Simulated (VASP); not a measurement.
The system is MgI2.

```
I Mg
1.0
     4.14000    0.00000    0.00000
    -2.07000    3.58535    0.00000
     0.00000    0.00000    6.88000
I Mg
2 1
Direct
  0.66667 0.33333 0.75000
  0.33333 0.66667 0.25000
  0.00000 0.00000 0.00000
```

```yaml
Program: VASP 6.6.1
Task: relaxation of cell and atoms
Functional: LDA
Potentials_or_basis: VASP PAW LDA potentials, release 64 (I, Mg)
Cutoff: 600 eV
k_mesh: 8 × 8 × 4
Occupations: fermi-dirac, width 0.05 eV
Spin: no spin polarisation
```

At the start: pressure -2.1 GPa; volume 34.04 Å³/atom.

Task: How do energy, volume and symmetry change on relaxing?

Result: Over 11 steps the energy falls by 16.8 meV/atom and the volume is 32.06 Å³/atom (-5.8 %); space group P-3m1 (No. 164, to 0.05 Å).

Step by step:
| step | energy change (eV) | largest force (eV/Å) | pressure (GPa) | volume (Å³) |
| --- | --- | --- | --- | --- |
| 1 | 0.0000 | 0.3875 | -2.12 | 102.12 |
| 2 | -0.0500 | 0.0211 | 0.18 | 95.61 |
| 3 | -0.0502 | 0.0069 | 0.03 | 96.00 |
| 4 | -0.0502 | 0.0156 | -0.01 | 96.12 |
| 5 | -0.0503 | 0.0099 | -0.04 | 96.17 |
| 6 | -0.0504 | 0.0007 | -0.06 | 96.25 |
| 7 | -0.0504 | 0.0006 | -0.05 | 96.24 |
| 8 | -0.0505 | 0.0101 | 0.00 | 96.07 |
| 9 | -0.0504 | 0.0109 | 0.02 | 96.06 |
| 10 | -0.0505 | 0.0102 | 0.03 | 96.07 |
| 11 | -0.0505 | 0.0001 | -0.03 | 96.19 |

Final structure:
```
I Mg
1.0
     4.07248    0.00000    0.00000
    -2.03624    3.52687    0.00000
     0.00000    0.00000    6.69671
I Mg
2 1
Direct
  0.66667 0.33333 0.75262
  0.33333 0.66667 0.24738
  0.00000 0.00000 0.00000
```
